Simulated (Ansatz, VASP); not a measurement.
## AgCl: VASP beside Ansatz

```
Ag Cl
1.0
     0.00000    2.58154    2.80602
     2.58154    0.00000    2.80602
     2.58154    2.58154    0.00000
Ag Cl
1 1
Direct
  0.50000 0.50000 0.50000
  0.00000 0.00000 0.00000
```

Change from the starting cell: strain -0.080 along x and y, +0.000 along z, atoms carried along.

Alike in both runs: task single point; functional PBE; k mesh 8 × 8 × 8; occupations gaussian, width 0.05 eV; no spin polarisation.

|  | VASP | Ansatz |
| --- | --- | --- |
| version | VASP 6.6.1 | Ansatz 0.2.0 |
| potentials or method | VASP PAW PBE potentials, release 64 (Ag, Cl), cutoff 520 eV | scalar-relativistic, plane waves, PAW |
| valence electrons in the cell | 18 | 26 |

```tsv
	VASP	Ansatz	Ansatz less VASP
gap on the k mesh at the Fermi level (eV)	0.64	0.65	+0.004
least direct gap on the mesh (eV)	3.48	3.47	-0.012
pressure (GPa)	11.6	11.8	+0.20
traceless stress, the component that is largest in VASP (GPa)	-4.41	-4.45	-0.046
```

The functional is the same, so the differences come from potentials, cutoffs and numerics. VASP's potentials hold 18 valence electrons a cell and Ansatz's 26, so a difference there can come from the potentials and not from the codes.
